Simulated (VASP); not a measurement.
Write the native input for VASP 6.6.1 that does the following.

```yaml
Task: single point
Functional: PBE0
Potentials_or_basis: VASP PAW PBE potentials, release 64 (K_sv, S)
Cutoff: 400 eV
k_mesh: 4 × 4 × 4
Occupations: gaussian, width 0.01 eV
Spin: no spin polarisation
Dipole_correction: no
Grid_for_exact_exchange_PRECFOCK: Normal
Further_INCAR_settings: ALGO = Normal; EDIFF = 1e-06; NBANDS = 19
Share_of_exact_exchange: 0.25
```

Crystal: K2S.

```xyz
3
Lattice="0.0000 3.7027 3.7027 3.7027 0.0000 3.7027 3.7027 3.7027 0.0000" Properties=species:S:1:pos:R:3 pbc="T T T"
K     5.5541    5.5541    5.5541
K     1.8514    1.8514    1.8514
S     0.0000    0.0000    0.0000
```

One way to write it, as run:

POSCAR

```
K2S
1.0
    0.0000000000      3.7027051400      3.7027051400
    3.7027051400      0.0000000000      3.7027051400
    3.7027051400      3.7027051400      0.0000000000
K S
2 1
Direct
    0.7500000000      0.7500000000      0.7500000000
    0.2500000000      0.2500000000      0.2500000000
    0.0000000000      0.0000000000      0.0000000000
```

INCAR.step1

```
  PREC = Accurate
  ENCUT = 400
  EDIFF = 1E-5
  ISMEAR = 0
  SIGMA = 0.01
  LREAL = F
  LASPH = T
  NELM = 120
  ALGO = Normal
  ISIF = 2
  LWAVE = T
  LCHARG = F
  NBANDS = 19
  GGA = PE
  GGA_COMPAT = F
```

INCAR.step2

```
  PREC = Accurate
  ENCUT = 400
  EDIFF = 1E-6
  ISMEAR = 0
  SIGMA = 0.01
  LREAL = F
  LASPH = T
  NELM = 120
  ALGO = Normal
  ISIF = 2
  LWAVE = F
  LCHARG = F
  GGA = PE
  LHFCALC = T
  AEXX = 0.25
  PRECFOCK = Normal
  NBANDS = 19
  ISTART = 1
  GGA_COMPAT = F
```

KPOINTS

```
regular mesh
0
Gamma
  4 4 4
```

Potentials or basis: VASP PAW PBE potentials, release 64 (K_sv, S).

Launch:

```console
$ cat potpaw_PBE.64/K_sv/POTCAR potpaw_PBE.64/S/POTCAR > POTCAR
$ cp INCAR.step1 INCAR
$ mpirun -np 1 vasp_std > vasp.out
$ cp INCAR.step2 INCAR
$ mpirun -np 1 vasp_std > vasp.out
```

Results of the run:

```json
{
 "Pressure": "0.1 GPa",
 "Band gap on the k mesh": "4.02 eV (least direct gap 4.20 eV)"
}
```

Caveat: the PAW data sets were made with another functional, which shifts forces and pressure a little.

It took 16 min on 1 thread of Intel(R) Xeon(R) 6975P-C (Granite Rapids), with other jobs on the host, peak memory 0.21 GiB.
